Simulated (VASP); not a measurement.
# Sb (R-3m) in VASP: settings compared

Aim: see how the results for Sb move with the level of theory and the settings. Levels: PBE, PBEsol, LDA, BLYP+D3(BJ). Tasks: single point.

Program: VASP 6.6.1. These are calculated values, not measurements. Logs are shortened: lines on timing, memory, paths and dates and some standing lists are left out, and cuts for length are marked.

## (1) The cell of the first run

It takes space group R-3m (No. 166, trigonal). The conventional cell has a = 4.308 Å, b = 4.308 Å, c = 11.274 Å, α = 90.00°, β = 90.00°, γ = 120.00°. Sb (site symmetry 3m) has 6 Sb at 2.91 to 3.35 Å within 3.8 Å.

## (2) Single point, PBE

INCAR reads:

```
ALGO = Normal
EDIFF = 1E-7
ENCUT = 520
GGA = PE
ISIF = 2
ISMEAR = 0
LASPH = True
LCHARG = False
LREAL = False
LWAVE = False
NBANDS = 12
NELM = 60
PREC = Accurate
SIGMA = 0.027000000000000003
```

KPOINTS reads:

```
k-points
0
Gamma
  8 8 8
```

POSCAR reads:

```
Sb
1.0
    2.1542000000      1.2437279499      3.7580000000
   -2.1542000000      1.2437279499      3.7580000000
    0.0000000000     -2.4874558998      3.7580000000
Sb
2
Direct
    0.7665100000      0.7665100000      0.7665100000
    0.2334900000      0.2334900000      0.2334900000
```

Potentials or basis: VASP PAW PBE potentials, release 64 (Sb).

The run is started by

```
$ cat potpaw_PBE.64/Sb/POTCAR > POTCAR
$ mpirun -np 1 vasp_std > vasp.out
```

OUTCAR:

```text
EDIFF = 1E-7
   ENCUT = 520
   GGA = PE
   ISIF = 2
   ISMEAR = 0
   LASPH = True
   LREAL = False
   NELM = 60
   PREC = Accurate

 ion  position               nearest neighbor table
   1  0.767  0.767  0.767-   2 2.91   2 2.91   2 2.91   2 3.35   2 3.35   2 3.35
   2  0.233  0.233  0.233-   1 2.91   1 2.91   1 2.91   1 3.35   1 3.35   1 3.35

  LATTYP: Found a trigonal (rhomboedric) cell.
 ALAT       =     4.5066618304
 COS(alpha) =     0.5430253624

  Lattice vectors:

 A1 = (   2.1542000000,   1.2437279499,   3.7580000000)
 A2 = (  -2.1542000000,   1.2437279499,   3.7580000000)
 A3 = (   0.0000000000,  -2.4874558998,   3.7580000000)

Analysis of symmetry for initial positions (statically):
=====================================================================
 Subroutine PRICEL returns:
 Original cell was already a primitive cell.

 Routine SETGRP: Setting up the symmetry group for a
 trigonal (rhombohedral) supercell.

 Subroutine GETGRP returns: Found 12 space group operations
 (whereof 12 operations were pure point group operations)
 out of a pool of 12 trial point group operations.

The static configuration has the point symmetry D_3d.

Analysis of symmetry for dynamics (positions and initial velocities):
=====================================================================
 Subroutine PRICEL returns:
 Original cell was already a primitive cell.

 Routine SETGRP: Setting up the symmetry group for a
 trigonal (rhombohedral) supercell.

 Subroutine GETGRP returns: Found 12 space group operations
 (whereof 12 operations were pure point group operations)
 out of a pool of 12 trial point group operations.

The dynamic configuration has the point symmetry D_3d.

 Subroutine INISYM returns: Found 12 space group operations
 (whereof 12 operations are pure point group operations),
 and found     1 'primitive' translations

----------------------------------------------------------------------------------------

                                     Primitive cell

  volume of cell :      60.4115

  direct lattice vectors                    reciprocal lattice vectors
     2.154200000  1.243727950  3.758000000     0.232104726  0.134005726  0.088699663
    -2.154200000  1.243727950  3.758000000    -0.232104726  0.134005726  0.088699663
     0.000000000 -2.487455900  3.758000000     0.000000000 -0.268011452  0.088699663

  length of vectors
     4.506661830  4.506661830  4.506661830     0.282307932  0.282307932  0.282307932

  position of ions in fractional coordinates (direct lattice)
     0.766510000  0.766510000  0.766510000
     0.233490000  0.233490000  0.233490000

  ion indices of the primitive-cell ions
   primitive index   ion index
                 1           1
                 2           2

----------------------------------------------------------------------------------------

 KPOINTS: k-points

Automatic generation of k-mesh.
 Grid dimensions read from file:
 generate k-points for:    8    8    8

 Generating k-lattice:

  Cartesian coordinates                     Fractional coordinates (reciprocal lattice)
     0.029013091  0.016750716  0.011087458     0.125000000  0.000000000  0.000000000
    -0.029013091  0.016750716  0.011087458     0.000000000  0.125000000  0.000000000
     0.000000000 -0.033501431  0.011087458     0.000000000  0.000000000  0.125000000

  Length of vectors
     0.035288491  0.035288491  0.035288491

  Shift w.r.t. Gamma in fractional coordinates (k-lattice)
     0.000000000  0.000000000  0.000000000

 Subroutine IBZKPT returns following result:
 ===========================================

 Found     65 irreducible k-points:

 Following reciprocal coordinates:
            Coordinates               Weight
  0.000000  0.000000  0.000000      1.000000
  0.125000 -0.000000  0.000000      6.000000
  0.250000 -0.000000  0.000000      6.000000
  0.375000 -0.000000 -0.000000      6.000000
  0.500000 -0.000000  0.000000      3.000000
  0.125000  0.125000  0.000000      6.000000
[... 16 lines left out ...]
  0.250000  0.125000  0.125000      6.000000
  0.375000  0.125000  0.125000      6.000000
 [... further k-points ...]
   k-points           NKPTS =     65   k-points in BZ     NKDIM =     65   number of bands    NBANDS=     12
   number of dos      NEDOS =    301   number of ions     NIONS =      2
   total plane-waves  NPLWV =  46656
   dimension x,y,z NGX =    36 NGY =   36 NGZ =   36
   dimension x,y,z NGXF=    72 NGYF=   72 NGZF=   72
   ions per type =               2
   NGX,Y,Z   is equivalent  to a cutoff of  13.28, 13.28, 13.28 a.u.
   NGXF,Y,Z  is equivalent  to a cutoff of  26.56, 26.56, 26.56 a.u.
 SYSTEM =  unknown system
   PREC   = accura    normal or accurate (medium, high low for compatibility)
   ISTART =      0    job   : 0-new  1-cont  2-samecut
   ICHARG =      2    charge: 1-file 2-atom 10-const
   ISPIN  =      1    spin polarized calculation?
   LNONCOLLINEAR =      F non collinear calculations
   LSORBIT =      F    spin-orbit coupling
   LASPH  =      T    aspherical Exc in radial PAW
   ENCUT  =  520.0 eV  38.22 Ry    6.18 a.u.   8.38  8.38  8.38*2*pi/ulx,y,z
   NELM   =     60;   NELMIN=  2; NELMDL= -5     # of ELM steps
   EDIFF  = 0.1E-06   stopping-criterion for ELM
   LREAL  =      F    real-space projection
   EDIFFG = 0.1E-05   stopping-criterion for IOM
   NSW    =      0    number of steps for IOM
   IBRION =     -1    ionic relax: 0-MD 1-quasi-New 2-CG
   NFREE  =      0    steps in history (QN), initial steepest desc. (CG)
   ISIF   =      2    stress and relaxation
   ISYM   =      2    0-nonsym 1-usesym 2-fastsym
   POTIM  = 0.5000    time-step for ionic-motion
   TEBEG  =    0.0;   TEEND  =   0.0 temperature during run
   PSTRESS=    0.0 pullay stress
   NELECT =      10.0000    total number of electrons
   NUPDOWN=      -1.0000    fix difference up-down
   EMIN   =  10.00;   EMAX   =-10.00  energy-range for DOS
   EFERMI =   0.00;   METHOD = LEGACY
   ISMEAR =     0;   SIGMA  =   0.03  broadening in eV -4-tet -1-fermi 0-gaus
   EFERMI_NEDOS =   21; number of points for ismear=-14 and -15
   IALGO  =     38    algorithm
   IMIX   =      4    mixing-type and parameters
     AMIX     =   0.40;   BMIX     =  1.00
     AMIX_MAG =   1.60;   BMIX_MAG =  1.00
  volume/ion in A,a.u.               =      30.21       203.84
  Fermi-wavevector in a.u.,A,eV,Ry     =   0.898880  1.698637 10.993305  0.807985
  Thomas-Fermi vector in A             =   2.021644
   LORBIT       =      0    0 simple, 1 ext, 2 COOP (PROOUT), +10 PAW based schemes
   GGA     = PE    functional components
   LHFCALC =     F    Hartree Fock is set to
   AEXX    =    0.0000 exact exchange contribution
   IVDW    =     0    specifies the selected vdW correction
   LEPSILON=     F    determine dielectric tensor
   LRPA    =     F    only Hartree local field effects (RPA)
 non-spin polarized calculation
 Gauss-broadening in eV      SIGMA  =   0.03
  energy-cutoff  :      520.00
  volume of cell :       60.41
 maximum number of plane-waves:      1638
 NGX is ok and might be reduce to    36
   NGX = 17   NGY = 17   NGZ = 17

 number of electron      10.0000000 magnetization

 Free energy of the ion-electron system (eV)
  ---------------------------------------------------
  ext. energy  EPLUGINS =         0.00000000
  ---------------------------------------------------
  free energy    TOTEN  =        -8.25627282 eV

  energy without entropy =       -8.25606317  energy(sigma->0) =       -8.25616800

 E-fermi :   7.3794     XC(G=0):  -9.5308

 val. band max:        7.3785302036   @ k =   0.3750   0.1250   0.1250
 cond. band min:       7.4201814024   @ k =   0.5000   0.5000   0.5000
 fundamental gap:      0.0416511987
 Fermi energy:         7.3794162033

 k-point     1 :       0.0000    0.0000    0.0000
  band No.  band energies     occupation
      1      -5.4388      2.00000
      2       2.4906      2.00000
      3       5.2199      2.00000
      4       5.4839      2.00000
      5       5.4839      2.00000
      6       9.3484      0.00000
      7       9.9804      0.00000
      8       9.9804      0.00000
      9      12.3691      0.00000
     10      12.3691      0.00000
     11      12.5295      0.00000
     12      13.8745      0.00000

 k-point     2 :       0.1250   -0.0000    0.0000
  band No.  band energies     occupation
      1      -5.2663      2.00000
      2       1.7591      2.00000
      3       5.2595      2.00000
      4       5.4429      2.00000
      5       5.7599      2.00000
      6       9.2441      0.00000
      7       9.5455      0.00000
      8       9.5844      0.00000
      9      11.8397      0.00000
     10      12.2839      0.00000
     11      12.4591      0.00000
     12      14.9618      0.00000

 k-point     3 :       0.2500   -0.0000    0.0000
  band No.  band energies     occupation
      1      -4.7540      2.00000
      2       0.2941      2.00000
      3       5.2779      2.00000
      4       5.3707      2.00000
      5       6.2098      2.00000
      6       8.5409      0.00000
      7       8.6642      0.00000
      8       8.7501      0.00000
      9      12.1977      0.00000
     10      12.7838      0.00000
     11      13.2938      0.00000
     12      17.0531      0.00000
[... 286 lines left out ...]
 k-point    23 :       0.2500    0.1250    0.1250
  band No.  band energies     occupation
      1      -5.0348      2.00000
      2       0.9447      2.00000
      3       4.5061      2.00000
      4       5.8263      2.00000
      5       6.7335      2.00000
      6       8.4459      0.00000
      7       8.5073      0.00000
      8      10.2484      0.00000
      9      12.0464      0.00000
     10      12.5180      0.00000
     11      13.3366      0.00000
     12      14.7294      0.00000

 k-point    24 :       0.3750    0.1250    0.1250
  band No.  band energies     occupation
      1      -4.4405      2.00000
      2      -0.2523      2.00000
      3       3.9129      2.00000
      4       5.7469      2.00000
      5       7.3785      1.03701
      6       7.4743      0.00000
      7       7.9574      0.00000
      8      10.3281      0.00000
      9      12.2794      0.00000
     10      13.2346      0.00000
     11      14.4676      0.00000
     12      16.2171      0.00000

 [... further k-points ...]
[... 5 lines left out ...]
  --------------------------------------------------------------------------------------
  -------------------------------------------------------------------------------------
  Total        1.1395602      1.1395602      0.8593272      0.0000000      0.0000000      0.0000000
  in kB       30.2223637     30.2223637     22.7902832      0.0000000      0.0000000      0.0000000
  external PRESSURE =      27.7450035 kB  Pullay stress =       0.0000000 kB

 VOLUME and BASIS-vectors are now :
 -----------------------------------------------------------------------------
  energy-cutoff  :      520.00
  volume of cell :       60.41
      direct lattice vectors                 reciprocal lattice vectors
     2.154200000  1.243727950  3.758000000     0.232104726  0.134005726  0.088699663
    -2.154200000  1.243727950  3.758000000    -0.232104726  0.134005726  0.088699663
     0.000000000 -2.487455900  3.758000000     0.000000000 -0.268011452  0.088699663

 POSITION                                       TOTAL-FORCE (eV/Angst)
 -----------------------------------------------------------------------------------
      0.00000      0.00000      8.64163         0.000000      0.000000     -0.185156
      0.00000      0.00000      2.63237         0.000000      0.000000      0.185156
 -----------------------------------------------------------------------------------
    total drift:                                0.000000     -0.000000     -0.000000

  FREE ENERGIE OF THE ION-ELECTRON SYSTEM (eV)
  ---------------------------------------------------
  free  energy   TOTEN  =        -8.2562728246 eV

  energy  without entropy=       -8.2560631736  energy(sigma->0) =       -8.25616800
```

It took 17 s on 1 thread of Intel Xeon 6975P-C (Granite Rapids), shared host; peak memory 0.21 GiB.

Results:

* Free energy: -8.2563 eV
* Pressure: 2.8 GPa
* Largest force: 0.185 eV/Å
* Band gap on the k mesh: zero (band 5 reaches 7.38 eV, above the bottom of band 6 at 7.08 eV)

Forces in eV/Å, atoms in the order of the input:
```
Sb   0.000  0.000 -0.185
Sb   0.000  0.000  0.185
```

Levels at points of the mesh, in eV from the Fermi level:
```csv
k point,band 2,band 3,band 4,band 5,band 6,band 7,band 8,band 9
"(0.00, 0.00, 0.00)",-4.89,-2.16,-1.90,-1.90,1.97,2.60,2.60,4.99
"(0.50, 0.00, 0.00)",-9.73,-2.04,-1.92,-0.38,-0.30,0.10,0.41,7.47
"(0.50, 0.50, 0.00)",-8.10,-5.53,-3.85,-3.76,1.43,4.85,5.43,6.85
"(0.50, 0.50, 0.50)",-9.07,-1.41,-1.41,-0.57,0.04,0.04,1.04,6.90
```

Caveat: spin-orbit coupling is left out, which moves the levels of the heavy elements.

## (3) Single point, PBEsol, non-collinear spin, zero start, spin-orbit coupling

INCAR reads:

```
SYSTEM = Sb
ALGO = Normal
EDIFF = 1E-7
ENCUT = 520
GGA = PS
GGA_COMPAT = .FALSE.
ISIF = 2
ISMEAR = -1
LASPH = .TRUE.
LCHARG = .FALSE.
LNONCOLLINEAR = .TRUE.
LORBIT = 11
LORBMOM = .TRUE.
LREAL = .FALSE.
LSORBIT = .TRUE.
LWAVE = .FALSE.
MAGMOM = 0 0 0 0 0 0
NBANDS = 22
NELM = 150
PREC = Accurate
SIGMA = 0.05
```

KPOINTS reads:

```
k-points
0
G
  6 6 6
  0 0 0
```

POSCAR is that of step 2.

Potentials or basis: VASP PAW PBE potentials, release 64 (Sb).

The run is started by

```
$ cat potpaw_PBE.64/Sb/POTCAR > POTCAR
$ mpirun -np 1 vasp_ncl > vasp.out
```

Wall time 46 s (1 thread of Intel Xeon 6975P-C (Granite Rapids), shared host); peak memory 0.4 GiB.

The run converged. Its results:

```
Free energy                                           : -9.2627 eV
Pressure                                              : 0.3 GPa
Largest force                                         : 0.074 eV/Å
Net moment                                            : 0.00 μB per cell
Valence electrons inside the program's atomic spheres : Sb 2.40
```

Forces in eV/Å, atoms in the order of the input:
```
Sb   0.000  0.000 -0.074
Sb   0.000  0.000  0.074
```

Stress tensor (GPa, compression positive):
```
0.48 0.00 0.00
0.00 0.48 0.00
0.00 0.00 0.06
```

Moments on the atoms (μB; x, y, z):
```
Sb  0.00 0.00 0.00
Sb  0.00 0.00 0.00
```

Caveat: the PAW data sets were made with another functional, which shifts forces and pressure a little.

## (4) Single point, LDA, non-collinear spin, zero start, spin-orbit coupling

INCAR reads:

```
ALGO = Normal ; EDIFF = 1E-6
ENCUT = 520 ; GGA = CA
GGA_COMPAT = False ; ISIF = 2
ISMEAR = -1 ; LASPH = True
LCHARG = True ; LORBIT = 11
LORBMOM = True ; LREAL = False
LSORBIT = True ; LVHAR = True
LWAVE = False ; MAGMOM = 0 0 0 0 0 0
NBANDS = 22 ; NELM = 150
PREC = Accurate ; SIGMA = 0.05
```

KPOINTS reads:

```
k-points
0
Gamma
  6 6 6
```

POSCAR is that of step 3.

Potentials or basis: VASP PAW LDA potentials, release 64 (Sb).

The run is started by

```
$ cat potpaw_LDA.64/Sb/POTCAR > POTCAR
$ mpirun -np 1 vasp_ncl > vasp.out
```

Wall time 33 s (1 thread of Intel Xeon 6975P-C (Granite Rapids), shared host); peak memory 0.31 GiB.

Results (log left out):

```
Free energy                                           : -9.7771 eV
Pressure                                              : -0.8 GPa
Largest force                                         : 0.005 eV/Å
Net moment                                            : 0.00 μB per cell
Valence electrons inside the program's atomic spheres : Sb 2.42
```

Forces in eV/Å, atoms in the order of the input:
```
Sb   0.000  0.000  0.005
Sb   0.000  0.000 -0.005
```

Stress tensor (GPa, compression positive):
```
-0.66  0.00  0.00
 0.00 -0.66  0.00
 0.00  0.00 -1.00
```

Moments on the atoms (μB; x, y, z):
```
Sb  0.00 0.00 0.00
Sb  0.00 0.00 0.00
```

## (5) Single point, BLYP+D3(BJ), non-collinear spin, zero start, spin-orbit coupling

This run uses another cell than the first one, of 30.60 Å³/atom, 1.013 times its volume.

INCAR reads:

```
SYSTEM = Sb
  PREC = Accurate
  ENCUT = 520
  EDIFF = 1E-6
  ISMEAR = -1
  SIGMA = 0.05
  LREAL = .False.
  LASPH = .True.
  NELM = 150
  ALGO = Normal
  ISIF = 2
  LWAVE = .False.
  LCHARG = .True.
  LNONCOLLINEAR = .True.
  MAGMOM = 0 0 0 0 0 0
  LORBIT = 11
  LSORBIT = .True.
  GGA_COMPAT = .False.
  LORBMOM = .True.
  GGA = B5
  ALDAX = 1.0
  AGGAX = 1.0
  AGGAC = 1.0
  ALDAC = 0.0
  IVDW = 12
  VDW_S6 = 1.0
  VDW_S8 = 2.6996
  VDW_A1 = 0.4298
  VDW_A2 = 4.2359
  LVHAR = .True.
  NBANDS = 22
```

KPOINTS reads:

```
Automatic mesh
0
Gamma
  6 6 6
  0 0 0
```

POSCAR reads:

```
Sb
1.0
    2.1681529138      1.2517836684      3.7583444102
   -2.1681529138      1.2517836684      3.7583444102
    0.0000000000     -2.5035673368      3.7583444102
Sb
2
Direct
    0.7665216924      0.7665216924      0.7665216924
    0.2334783076      0.2334783076      0.2334783076
```

Potentials or basis: VASP PAW PBE potentials, release 64 (Sb).

The run is started by

```
$ cat potpaw_PBE.64/Sb/POTCAR > POTCAR
$ mpirun -np 1 vasp_ncl > vasp.out
```

Run time: 51 s. Hardware: 1 thread of Intel Xeon 6975P-C (Granite Rapids), shared host; peak memory 0.4 GiB.

It converged, with:

```
Free energy                                           : -9.0613 eV
Pressure                                              : 0.3 GPa
Largest force                                         : 0.071 eV/Å
Net moment                                            : 0.00 μB per cell
Valence electrons inside the program's atomic spheres : Sb 2.44
Dispersion energy per atom                            : -1.096 eV
```

Forces on the atoms (eV/Å):
```
Sb   0.000  0.000 -0.071
Sb   0.000  0.000  0.071
```

Moments on the atoms (μB; x, y, z):
```
Sb  0.00 0.00 0.00
Sb  0.00 0.00 0.00
```

Caveat: the PAW data sets were made with another functional, which shifts forces and pressure a little.

(Continued in part 2 of 2.)
